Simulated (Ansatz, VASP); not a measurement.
**LiCl in VASP and in Ansatz**

Contents of INCAR:

```
PREC     = Accurate       # precision mode
ENCUT    = 520            # plane-wave cutoff, eV
EDIFF    = 1E-6           # SCF threshold, eV
ISMEAR   = 0              # smearing method
SIGMA    = 0.1            # smearing width, eV
LREAL    = False          # projectors in reciprocal space
LASPH    = True           # aspherical terms in the spheres
NELM     = 60             # most SCF steps
ALGO     = Normal         # electronic algorithm
ISIF     = 2              # what is computed and relaxed
LWAVE    = False          # write WAVECAR
LCHARG   = False          # write CHGCAR
GGA      = PE             # functional
NBANDS   = 42             # bands
```

File KPOINTS:

```
Automatic mesh
0
Gamma
  2 2 2
```

POSCAR

```
LiCl
1.0
    6.7822671339      0.0000000000      0.0000000000
    0.0000000000      6.7822671339      0.0000000000
    0.0000000000      0.0000000000      6.7822671339
Li Cl
6 6
Direct
    0.7500000000      0.5000000000      0.0000000000
    0.5000000000      0.0000000000      0.7500000000
    0.0000000000      0.7500000000      0.5000000000
    0.0000000000      0.2500000000      0.5000000000
    0.2500000000      0.5000000000      0.0000000000
    0.5000000000      0.0000000000      0.2500000000
    0.5000000000      0.7500000000      0.0000000000
    0.7500000000      1.0000000000      0.5000000000
    0.0000000000      0.5000000000      0.7500000000
    0.2500000000      1.0000000000      0.5000000000
    0.0000000000      0.5000000000      0.2500000000
    0.5000000000      0.2500000000      0.0000000000
```

Input for Ansatz:

```yaml
crystal:
  lattice:
    - [6.7822671339, 0.0, 0.0]
    - [0.0, 6.7822671339, 0.0]
    - [0.0, 0.0, 6.7822671339]
  atoms:
    - { symbol: Li, position: [0.75, 0.5, 0.0] }
    - { symbol: Li, position: [0.5, 0.0, 0.75] }
    - { symbol: Li, position: [0.0, 0.75, 0.5] }
    - { symbol: Li, position: [0.0, 0.25, 0.5] }
    - { symbol: Li, position: [0.25, 0.5, 0.0] }
    - { symbol: Li, position: [0.5, 0.0, 0.25] }
    - { symbol: Cl, position: [0.5, 0.75, 0.0] }
    - { symbol: Cl, position: [0.75, 1.0, 0.5] }
    - { symbol: Cl, position: [0.0, 0.5, 0.75] }
    - { symbol: Cl, position: [0.25, 1.0, 0.5] }
    - { symbol: Cl, position: [0.0, 0.5, 0.25] }
    - { symbol: Cl, position: [0.5, 0.25, 0.0] }
basis:
  ecutwfc: 420
kpoints:
  mp_grid: { grid: [2, 2, 2] }
hamiltonian:
  xc: pbe
scf:
  occupations: { method: gaussian, width: 0.1 }
  lower_state_search: "off"
output:
  forces: true
  stress: true
  eigenvalues: true
```

Alike in both runs: task single point; functional PBE; k mesh 2 × 2 × 2; occupations gaussian, width 0.1 eV; no spin polarisation.

```csv
,VASP,Ansatz
version,VASP 6.6.1,Ansatz 0.2.0
potentials or method,"VASP PAW PBE potentials, release 64 (Li_sv, Cl), cutoff 520 eV","scalar-relativistic, plane waves, PAW"
valence electrons in the cell,60,60
```

```tsv
	VASP	Ansatz	Ansatz less VASP
gap on the k mesh at the Fermi level (eV)	5.36	5.35	-0.003
least direct gap on the mesh (eV)	5.36	5.35	-0.003
```

The k mesh is coarse, so the values compare programs but aren't converged. Noted on VASP's run: the cutoff is under 1.25 times that of the potentials, so the pressure is a little rough.
